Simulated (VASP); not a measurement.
Runs of VASP 6.6.1 on Te. Symmetry: Imma, No. 74, orthorhombic system. The conventional cell has a = 5.916 Å, b = 7.752 Å, c = 3.070 Å, α = 90.00°, β = 90.00°, γ = 90.00°. Within 3.9 Å of Te (site symmetry mm2) lie 4 Te at 2.96 to 3.07 Å. 

```tsv
k mesh	gap on the mesh (eV)	pressure (GPa)
7 × 7 × 7	none	(a)
5 × 5 × 5	none	-1.8
3 × 3 × 3	none	(b)
4 × 4 × 4	none	-1.4
8 × 8 × 8	none	-1.2
```

Alike in all rows: task single point; level PBEsol; potentials or basis VASP PAW PBE potentials, release 64 (Te); no spin polarisation; cell as given; cutoff (eV) 520; smearing gaussian 0.1 eV.

Question: Estimate the missing entries.

Answer: (a) -1.3; (b) -2.4.

Caveats: some runs use coarse meshes; the PAW data sets were made with another functional, which shifts forces and pressure a little; spin-orbit coupling is left out, which moves the levels of the heavy elements.

A k mesh can miss the band edges, and the runs leave out spin-orbit coupling on Te.

A gap of «none» marks levels without a gap at the run's occupations.
